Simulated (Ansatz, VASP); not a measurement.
Si: VASP beside Ansatz

INCAR

```
ALGO     = Normal         # electronic algorithm
EDIFF    = 1E-7           # SCF threshold, eV
ENCUT    = 520            # plane-wave cutoff, eV
GGA      = PS             # functional
ISIF     = 2              # what is computed and relaxed
ISMEAR   = 0              # smearing method
LASPH    = T              # aspherical terms in the spheres
LCHARG   = T              # write CHGCAR
LELF     = T              # ELF
LREAL    = F              # projectors in reciprocal space
LVHAR    = T            
LWAVE    = F              # write WAVECAR
NBANDS   = 36             # bands
NELM     = 80             # most SCF steps
PREC     = Accurate       # precision mode
SIGMA    = 0.05           # smearing width, eV
```

Contents of KPOINTS:

```
k-points
0
Gamma
  6 9 3
```

The input POSCAR:

```
Si
1.0
    5.4328540087      0.0000000000      0.0000000000
    0.0000000000      2.7164270044     -2.7164270044
    0.0000000000      8.1492810131      8.1492810131
Si
12
Direct
    0.5000000000      0.0000000000      0.3333333333
    0.0000000000      0.5000000000      0.5000000000
    0.5000000000      0.0000000000      0.6666666667
    0.0000000000      0.5000000000      0.8333333333
    0.5000000000      0.0000000000      0.0000000000
    0.0000000000      0.5000000000      0.1666666667
    0.7500000000      0.0000000000      0.5000000000
    0.2500000000      0.5000000000      0.6666666667
    0.7500000000      0.0000000000      0.8333333333
    0.2500000000      0.5000000000      1.0000000000
    0.7500000000      0.0000000000      0.1666666667
    0.2500000000      0.5000000000      0.3333333333
```

Input for Ansatz:

```yaml
crystal:
  lattice:
    - [5.4328540087, 0.0, 0.0]
    - [0.0, 2.7164270044, -2.7164270044]
    - [0.0, 8.1492810131, 8.1492810131]
  atoms:
    - { symbol: Si, position: [0.5, 0.0, 0.3333333333] }
    - { symbol: Si, position: [0.0, 0.5, 0.5] }
    - { symbol: Si, position: [0.5, 0.0, 0.6666666667] }
    - { symbol: Si, position: [0.0, 0.5, 0.8333333333] }
    - { symbol: Si, position: [0.5, 0.0, 0.0] }
    - { symbol: Si, position: [0.0, 0.5, 0.1666666667] }
    - { symbol: Si, position: [0.75, 0.0, 0.5] }
    - { symbol: Si, position: [0.25, 0.5, 0.6666666667] }
    - { symbol: Si, position: [0.75, 0.0, 0.8333333333] }
    - { symbol: Si, position: [0.25, 0.5, 1.0] }
    - { symbol: Si, position: [0.75, 0.0, 0.1666666667] }
    - { symbol: Si, position: [0.25, 0.5, 0.3333333333] }
basis:
  ecutwfc: 420
kpoints:
  mp_grid: { grid: [6, 9, 3] }
hamiltonian:
  xc: pbesol
  pseudopotentials: { kind: paw, azcp: { folder: soft_1 } }
scf:
  occupations: { method: gaussian, width: 0.05 }
output:
  forces: true
  stress: true
  eigenvalues: true
```

Alike in both runs: task single point; functional PBEsol; k mesh 6 × 9 × 3; occupations gaussian, width 0.05 eV; no spin polarisation.

|  | VASP | Ansatz |
| --- | --- | --- |
| version | VASP 6.6.1 | Ansatz 0.2.0 |
| potentials or method | VASP PAW PBE potentials, release 64 (Si), cutoff 520 eV | scalar-relativistic, plane waves, PAW |
| valence electrons in the cell | 48 | 48 |

VASP gave:

| Quantity | Value |
| --- | --- |
| gap on the k mesh at the Fermi level (eV) | 0.46 |
| least direct gap on the mesh (eV) | 0.59 |
| pressure (GPa) | 0.1 |

What did Ansatz give for the same quantities?

gap on the k mesh at the Fermi level (eV): 0.46; least direct gap on the mesh (eV): 0.60; pressure (GPa): 0.0.

VASP's potentials were made for PBE, not for PBEsol, and Ansatz warns of the same on its side.
